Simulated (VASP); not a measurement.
Something may be wrong with this VASP 6.6.1 calculation of Be.

POSCAR

```
Be
1.0
   -1.2531209513      1.2531209513      1.2531209513
    1.2531209513     -1.2531209513      1.2531209513
    1.2531209513      1.2531209513     -1.2531209513
Be
1
Direct
    0.0000000000      0.0000000000      0.0000000000
```

Contents of INCAR.step1:

```
SYSTEM = Be
ALGO = Normal
EDIFF = 1E-6
ENCUT = 290
GGA = PS
GGA_COMPAT = .FALSE.
ISMEAR = 1
LASPH = .TRUE.
LCHARG = .TRUE.
LREAL = .FALSE.
LWAVE = .FALSE.
NBANDS = 15
NELM = 120
PREC = Accurate
SIGMA = 0.1
```

The input KPOINTS.step1:

```
k-points
0
Gamma
  17 17 17
```

Contents of INCAR.step2:

```
SYSTEM = Be
ALGO = Normal
EDIFF = 1E-6
EMAX = 15.971
EMIN = -9.029
ENCUT = 290
GGA = PS
GGA_COMPAT = .FALSE.
ICHARG = 11
ISMEAR = -5
LASPH = .TRUE.
LCHARG = .FALSE.
LORBIT = 11
LREAL = .FALSE.
LWAVE = .FALSE.
NBANDS = 15
NEDOS = 2001
NELM = 58
PREC = Accurate
```

KPOINTS.step2

```
Automatic mesh
0
Gamma
  1 1 1
  0 0 0
```

Potentials or basis: VASP PAW PBE potentials, release 64 (Be).

The run is started by

```sh
$ cat potpaw_PBE.64/Be/POTCAR > POTCAR
$ cp INCAR.step1 INCAR
$ cp KPOINTS.step1 KPOINTS
$ mpirun -np 1 vasp_std > vasp.out
$ cp INCAR.step2 INCAR
$ cp KPOINTS.step2 KPOINTS
$ mpirun -np 1 vasp_std > vasp.out
```

OUTCAR:

```text
SYSTEM = Be
   EDIFF = 1E-6
   EMIN = -9.029
   ENCUT = 290
   GGA = PS
   ICHARG = 11
   ISMEAR = -5
   LASPH = .TRUE.
   LORBIT = 11
   LREAL = .FALSE.
   NELM = 58
   PREC = Accurate

|       ---->  I REFUSE TO CONTINUE WITH THIS SICK JOB ... BYE!!! <----       |
|                                                                             |
 -----------------------------------------------------------------------------
```

On the terminal:

```text
POSCAR found type information on POSCAR Be
 POSCAR found :  1 types and       1 ions
[... 25 lines left out ...]

1
```

Problem. How did it end, and where is the flaw?

Solution. The input was rejected before any iteration. The input holds a flaw that was put in on purpose: tetrahedra on too few k points (KPAR = left out; k = 1 × 1 × 1).
